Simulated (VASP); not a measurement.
# Mg4FeO3 (I4/mmm) in VASP: single point with PBE

Aim: the single point of Mg4FeO3 with PBE.

Program: VASP 6.6.1. These are calculated values, not measurements. Logs are shortened: lines on timing, memory, paths and dates and some standing lists are left out, and cuts for length are marked.

## 1. The cell of the first run

The structure is tetragonal, space group I4/mmm (No. 139). The conventional cell has a = 4.754 Å, b = 4.754 Å, c = 9.006 Å, α = 90.00°, β = 90.00°, γ = 90.00°. Within 3.1 Å of Mg (site symmetry mmm) lie 4 O at 2.25 to 2.38 Å and 2 Fe at 2.38 Å and 4 Mg at 3.09 Å. Within 2.6 Å of Mg (site symmetry 4mm) lie 5 O at 1.97 to 2.39 Å and 1 Fe at 2.53 Å. Fe (site symmetry 4/mmm) has 6 Mg at 2.38 to 2.53 Å within 3.1 Å. Within 3.0 Å of O (site symmetry -4m2) lie 6 Mg at 2.25 to 2.39 Å. O (site symmetry 4/mmm) has 6 Mg at 1.97 to 2.38 Å within 2.6 Å.

## 2. Single point, PBE, collinear spin, ferromagnetic start

INCAR

```
SYSTEM = Mg4FeO3
ALGO     = Normal         ! electronic algorithm
EDIFF    = 1E-6           ! SCF threshold, eV
ENCUT    = 600            ! plane-wave cutoff, eV
GGA      = PE             ! functional
GGA_COMPAT= .FALSE.      
ISIF     = 2              ! what is computed and relaxed
ISMEAR   = 0              ! smearing method
ISPIN    = 2              ! spin polarisation
LASPH    = .TRUE.         ! aspherical terms in the spheres
LCHARG   = .FALSE.        ! write CHGCAR
LMAXMIX  = 4              ! l up to which the mixer works
LORBIT   = 11             ! projections on sites
LREAL    = .FALSE.        ! projectors in reciprocal space
LWAVE    = .FALSE.        ! write WAVECAR
MAGMOM   = 0 0 0 0 4 0 0 0 ! initial moments
NBANDS   = 31             ! bands
NELM     = 200            ! most SCF steps
PREC     = Accurate       ! precision mode
SIGMA    = 0.2            ! smearing width, eV
```

KPOINTS

```
k-points
0
G
  5 5 5
  0 0 0
```

POSCAR

```
Mg4FeO3
1.0
   -2.3768196260      2.3768196260      4.5027571565
    2.3768196260     -2.3768196260      4.5027571565
    2.3768196260      2.3768196260     -4.5027571565
Mg Fe O
4 1 3
Direct
    0.0000000000      0.5000000000      0.5000000000
    0.5000000000      0.0000000000      0.5000000000
    0.7189631559      0.7189631559      0.0000000000
    0.2810368441      0.2810368441      0.0000000000
    0.0000000000      0.0000000000      0.0000000000
    0.7500000000      0.2500000000      0.5000000000
    0.2500000000      0.7500000000      0.5000000000
    0.5000000000      0.5000000000      0.0000000000
```

Potentials or basis: VASP PAW PBE potentials, release 64 (Mg, Fe, O).

On the command line:

```console
> cat potpaw_PBE.64/Mg/POTCAR potpaw_PBE.64/Fe/POTCAR potpaw_PBE.64/O/POTCAR > POTCAR
> mpirun -np 1 vasp_std > vasp.out
```

OUTCAR:

```text
SYSTEM = Mg4FeO3
   EDIFF = 1E-6
   ENCUT = 600
   GGA = PE
   ISIF = 2
   ISMEAR = 0
   ISPIN = 2
   LASPH = .TRUE.
   LORBIT = 11
   LREAL = .FALSE.
   NELM = 200
   PREC = Accurate

 ion  position               nearest neighbor table
   1  0.000  0.500  0.500-   6 2.25   7 2.25   5 2.38   8 2.38   5 2.38   8 2.38   3 3.09   3 3.09
                             4 3.09   4 3.09   2 3.36   2 3.36   2 3.36   2 3.36   4 3.47   4 3.47
   2  0.500  0.000  0.500-   6 2.25   7 2.25   5 2.38   8 2.38   8 2.38   5 2.38   3 3.09   4 3.09
                             3 3.09   4 3.09   1 3.36   1 3.36   1 3.36   1 3.36   4 3.47   3 3.47
   3  0.719  0.719  0.000-   8 1.97   6 2.39   7 2.39   6 2.39   7 2.39   5 2.53   1 3.09   2 3.09
                             2 3.09   1 3.09   4 3.41   4 3.41   4 3.41   4 3.41   1 3.47   1 3.47
   4  0.281  0.281  0.000-   8 1.97   7 2.39   6 2.39   7 2.39   6 2.39   5 2.53   1 3.09   2 3.09
                             1 3.09   2 3.09   3 3.41   3 3.41   3 3.41   3 3.41   1 3.47   2 3.47
   5  0.000  0.000  0.000-   1 2.38   2 2.38   1 2.38   2 2.38   3 2.53   4 2.53
   6  0.750  0.250  0.500-   1 2.25   2 2.25   3 2.39   4 2.39   4 2.39   3 2.39
   7  0.250  0.750  0.500-   1 2.25   2 2.25   3 2.39   4 2.39   4 2.39   3 2.39
   8  0.500  0.500  0.000-   3 1.97   4 1.97   1 2.38   2 2.38   2 2.38   1 2.38

  LATTYP: Found a body centered tetragonal cell.
 ALAT       =     4.7536392520
 C/A-ratio  =     1.8944463043

  Lattice vectors:

 A1 = (  -2.3768196260,   2.3768196260,   4.5027571565)
 A2 = (   2.3768196260,  -2.3768196260,   4.5027571565)
 A3 = (   2.3768196260,   2.3768196260,  -4.5027571565)

Analysis of symmetry for initial positions (statically):
=====================================================================
 Subroutine PRICEL returns:
 Original cell was already a primitive cell.

 Routine SETGRP: Setting up the symmetry group for a
 body centered tetragonal supercell.

 Subroutine GETGRP returns: Found 16 space group operations
 (whereof 16 operations were pure point group operations)
 out of a pool of 16 trial point group operations.

The static configuration has the point symmetry D_4h.

Analysis of symmetry for dynamics (positions and initial velocities):
=====================================================================
 Subroutine PRICEL returns:
 Original cell was already a primitive cell.

 Routine SETGRP: Setting up the symmetry group for a
 body centered tetragonal supercell.

 Subroutine GETGRP returns: Found 16 space group operations
 (whereof 16 operations were pure point group operations)
 out of a pool of 16 trial point group operations.

The dynamic configuration has the point symmetry D_4h.

Analysis of structural, dynamic, and magnetic symmetry:
=====================================================================
 Subroutine PRICEL returns:
 Original cell was already a primitive cell.

 Routine SETGRP: Setting up the symmetry group for a
 body centered tetragonal supercell.

 Subroutine GETGRP returns: Found 16 space group operations
 (whereof 16 operations were pure point group operations)
 out of a pool of 16 trial point group operations.

The overall configuration has the point symmetry D_4h.

 Subroutine INISYM returns: Found 16 space group operations
 (whereof 16 operations are pure point group operations),
 and found     1 'primitive' translations

----------------------------------------------------------------------------------------

                                     Primitive cell

  volume of cell :     101.7492

  direct lattice vectors                    reciprocal lattice vectors
    -2.376819626  2.376819626  4.502757157     0.000000000  0.210365143  0.111043075
     2.376819626 -2.376819626  4.502757157     0.210365143  0.000000000  0.111043075
     2.376819626  2.376819626 -4.502757157     0.210365143  0.210365143  0.000000000

  length of vectors
     5.619018160  5.619018160  5.619018160     0.237874038  0.237874038  0.297501238

  position of ions in fractional coordinates (direct lattice)
     0.000000000  0.500000000  0.500000000
     0.500000000  0.000000000  0.500000000
     0.718963156  0.718963156  0.000000000
     0.281036844  0.281036844  0.000000000
[... 67 lines left out ...]
   ions per type =               4   1   3
   NGX,Y,Z   is equivalent  to a cutoff of  14.20, 14.20, 14.20 a.u.
   NGXF,Y,Z  is equivalent  to a cutoff of  28.40, 28.40, 28.40 a.u.
 SYSTEM =  Mg4FeO3
   PREC   = accura    normal or accurate (medium, high low for compatibility)
   ISTART =      0    job   : 0-new  1-cont  2-samecut
   ICHARG =      2    charge: 1-file 2-atom 10-const
   ISPIN  =      2    spin polarized calculation?
   LNONCOLLINEAR =      F non collinear calculations
   LSORBIT =      F    spin-orbit coupling
   LASPH  =      T    aspherical Exc in radial PAW
   ENCUT  =  600.0 eV  44.10 Ry    6.64 a.u.  11.22 11.22 11.22*2*pi/ulx,y,z
   NELM   =    200;   NELMIN=  2; NELMDL= -5     # of ELM steps
   EDIFF  = 0.1E-05   stopping-criterion for ELM
   LREAL  =      F    real-space projection
   EDIFFG = 0.1E-04   stopping-criterion for IOM
   NSW    =      0    number of steps for IOM
   IBRION =     -1    ionic relax: 0-MD 1-quasi-New 2-CG
   NFREE  =      0    steps in history (QN), initial steepest desc. (CG)
   ISIF   =      2    stress and relaxation
   ISYM   =      2    0-nonsym 1-usesym 2-fastsym
   POTIM  = 0.5000    time-step for ionic-motion
   TEBEG  =    0.0;   TEEND  =   0.0 temperature during run
   PSTRESS=    0.0 pullay stress
   NELECT =      34.0000    total number of electrons
   NUPDOWN=      -1.0000    fix difference up-down
   EMIN   =  10.00;   EMAX   =-10.00  energy-range for DOS
   EFERMI =   0.00;   METHOD = LEGACY
   ISMEAR =     0;   SIGMA  =   0.20  broadening in eV -4-tet -1-fermi 0-gaus
   EFERMI_NEDOS =   21; number of points for ismear=-14 and -15
   IALGO  =     38    algorithm
   IMIX   =      4    mixing-type and parameters
     AMIX     =   0.40;   BMIX     =  1.00
     AMIX_MAG =   1.60;   BMIX_MAG =  1.00
  volume/ion in A,a.u.               =      12.72        85.83
  Fermi-wavevector in a.u.,A,eV,Ry     =   1.136033  2.146790 17.559273  1.290570
  Thomas-Fermi vector in A             =   2.272738
   LORBIT       =     11    0 simple, 1 ext, 2 COOP (PROOUT), +10 PAW based schemes
   GGA     = PE    functional components
   LHFCALC =     F    Hartree Fock is set to
   AEXX    =    0.0000 exact exchange contribution
   IVDW    =     0    specifies the selected vdW correction
   LEPSILON=     F    determine dielectric tensor
   LRPA    =     F    only Hartree local field effects (RPA)
 spin polarized calculation
 Gauss-broadening in eV      SIGMA  =   0.20
  energy-cutoff  :      600.00
  volume of cell :      101.75
 maximum number of plane-waves:      3425
 NGX is ok and might be reduce to    48
   NGX = 23   NGY = 23   NGZ = 23

 number of electron      34.0000002 magnetization       2.2226116

 Free energy of the ion-electron system (eV)
  ---------------------------------------------------
  ext. energy  EPLUGINS =         0.00000000
  ---------------------------------------------------
  free energy    TOTEN  =       -37.93241536 eV

  energy without entropy =      -37.85588201  energy(sigma->0) =      -37.89414869

 E-fermi :   4.6615     XC(G=0): -10.1797

 val. band max:        4.6466634352   @ k =   0.4000   0.4000  -0.0000
 cond. band min:       4.7018116031   @ k =  -0.4000   0.2000   0.0000
 fundamental gap:      0.0551481679
 Fermi energy:         4.6614678578

 spin component 1

 k-point     1 :       0.0000    0.0000    0.0000
  band No.  band energies     occupation
      1     -14.6058      1.00000
      2     -13.7673      1.00000
      3     -13.5086      1.00000
      4      -1.4222      1.00000
      5      -0.5107      1.00000
      6      -0.5107      1.00000
[... 565 lines left out ...]
     28      12.7512      0.00000
     29      13.4285      0.00000
 Fermi energy:         4.6614678578

 spin component 2

 k-point     1 :       0.0000    0.0000    0.0000
  band No.  band energies     occupation
      1     -14.5896      1.00000
      2     -13.7318      1.00000
      3     -13.4681      1.00000
      4      -1.4116      1.00000
      5      -0.4991      1.00000
      6      -0.4991      1.00000
[... 565 lines left out ...]
     28      12.9976      0.00000
     29      13.4131      0.00000
 [bands above 29 left out]

------------------------ aborting loop because EDIFF is reached ----------------------------------------

  FORCE on cell =-STRESS in cart. coord.  units (eV):
  Direction    XX          YY          ZZ          XY          YZ          ZX
  --------------------------------------------------------------------------------------
  -------------------------------------------------------------------------------------
  Total       -0.0593057     -0.0593057     -0.4590828      0.0000000     -0.0000000      0.0000000
  in kB       -0.9338469     -0.9338469     -7.2288731      0.0000000     -0.0000000      0.0000000
  external PRESSURE =      -3.0321890 kB  Pullay stress =       0.0000000 kB

 VOLUME and BASIS-vectors are now :
 -----------------------------------------------------------------------------
  energy-cutoff  :      600.00
  volume of cell :      101.75
      direct lattice vectors                 reciprocal lattice vectors
    -2.376819626  2.376819626  4.502757157     0.000000000  0.210365143  0.111043075
     2.376819626 -2.376819626  4.502757157     0.210365143  0.000000000  0.111043075
     2.376819626  2.376819626 -4.502757157     0.210365143  0.210365143  0.000000000

 POSITION                                       TOTAL-FORCE (eV/Angst)
 -----------------------------------------------------------------------------------
      2.37682      0.00000      0.00000        -0.000000     -0.000000      0.000000
      0.00000      2.37682      0.00000        -0.000000     -0.000000      0.000000
      0.00000      0.00000      6.47463         0.000000      0.000000     -0.004293
      0.00000      0.00000      2.53088         0.000000      0.000000      0.004293
      0.00000      0.00000      0.00000        -0.000000     -0.000000      0.000000
     -0.00000      2.37682      2.25138        -0.000000     -0.000000      0.000000
      2.37682     -0.00000      2.25138        -0.000000     -0.000000      0.000000
      0.00000      0.00000      4.50276        -0.000000     -0.000000      0.000000
 -----------------------------------------------------------------------------------
    total drift:                                0.000000     -0.000000     -0.000000

  FREE ENERGIE OF THE ION-ELECTRON SYSTEM (eV)
  ---------------------------------------------------
  free  energy   TOTEN  =       -37.9324153623 eV

  energy  without entropy=      -37.8558820108  energy(sigma->0) =      -37.89414869

 total charge

# of ion       s       p       d       tot
------------------------------------------
    1        0.186   0.153   0.050   0.389
    2        0.186   0.153   0.050   0.389
    3        0.149   0.137   0.048   0.334
    4        0.149   0.137   0.048   0.334
    5        0.663   0.128   6.599   7.390
    6        1.562   3.358   0.000   4.920
    7        1.562   3.358   0.000   4.920
    8        1.562   3.446   0.000   5.008
--------------------------------------------------
tot          6.020  10.871   6.794  23.685

 magnetization (x)

# of ion       s       p       d       tot
------------------------------------------
    1       -0.011  -0.006   0.001  -0.016
    2       -0.011  -0.006   0.001  -0.016
    3       -0.004  -0.002   0.000  -0.005
    4       -0.004  -0.002   0.000  -0.005
    5        0.025   0.002   2.106   2.133
    6       -0.001   0.025   0.000   0.024
    7       -0.001   0.025   0.000   0.024
    8       -0.004   0.015   0.000   0.010
--------------------------------------------------
tot         -0.010   0.050   2.107   2.148
```

Wall time 2.2 min (1 thread of AMD EPYC 9R45 (Zen 5), shared host); peak memory 0.44 GiB.

Results:

```yaml
Free_energy: -37.9324 eV
Pressure: -0.3 GPa
Largest_force: 0.004 eV/Å
Net_moment: 2.22 μB per cell
Site_moments: Mg -0.02, -0.01 (each value once); Fe +2.13; O +0.02, +0.01 (each value once) μB
Valence_electrons_inside_the_program's_atomic_spheres: Mg 0.39, 0.33 (each value once); Fe 7.39; O 4.92, 5.01 (each value once)
```

Forces on the atoms (eV/Å):
```
Mg   0.000  0.000  0.000
Mg   0.000  0.000  0.000
Mg   0.000  0.000 -0.004
Mg   0.000  0.000  0.004
Fe   0.000  0.000  0.000
O    0.000  0.000  0.000
O    0.000  0.000  0.000
O    0.000  0.000  0.000
```

Levels at points of the mesh, in eV from the Fermi level:
Spin up:
| k point | band 16 | band 17 | band 18 | band 19 | band 20 | band 21 |
| --- | --- | --- | --- | --- | --- | --- |
| (0.00, 0.00, 0.00) | -1.99 | -1.87 | -1.54 | 1.49 | 1.94 | 1.94 |
Spin down:
```
           k point  band 12  band 13  band 14  band 15  band 16  band 17  band 18  band 19  band 20  band 21
(0.00, 0.00, 0.00)    -3.46    -3.46    -1.18    -0.56    -0.27     0.54     0.54     1.75     2.15     2.15
```

Caveat: a cell with one magnetic atom can't hold antiferromagnetic order, which such compounds often take. With open d or f shells a metallic result of PBE can be an artefact of self-interaction; +U or a hybrid may open a gap.
